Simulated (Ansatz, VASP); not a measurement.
## Pb: VASP beside Ansatz

```xyz
1
Lattice="0.0000 2.4420 2.4420 2.4420 0.0000 2.4420 2.4420 2.4420 0.0000" Properties=species:S:1:pos:R:3 pbc="T T T"
Pb    0.0000    0.0000    0.0000
```

Alike in both runs: task single point; functional PBEsol; k mesh 14 × 14 × 14; occupations gaussian, width 0.1 eV; no spin polarisation.

|  | VASP | Ansatz |
| --- | --- | --- |
| version | VASP 6.6.1 | Ansatz 0.2.0 |
| potentials or method | VASP PAW PBE potentials, release 64 (Pb_d), cutoff 520 eV | scalar-relativistic, plane waves, PAW |
| valence electrons in the cell | 14 | 14 |

|  | VASP | Ansatz | Ansatz less VASP |
| --- | --- | --- | --- |
| gap on the k mesh at the Fermi level (eV) | none | none | - |
| pressure (GPa) | 1.5 | 1.6 | +0.09 |

VASP's potentials were made for PBE, not for PBEsol. A gap of «none» marks a metal or a gap that the smearing closes.

Neither program's run includes spin-orbit coupling.
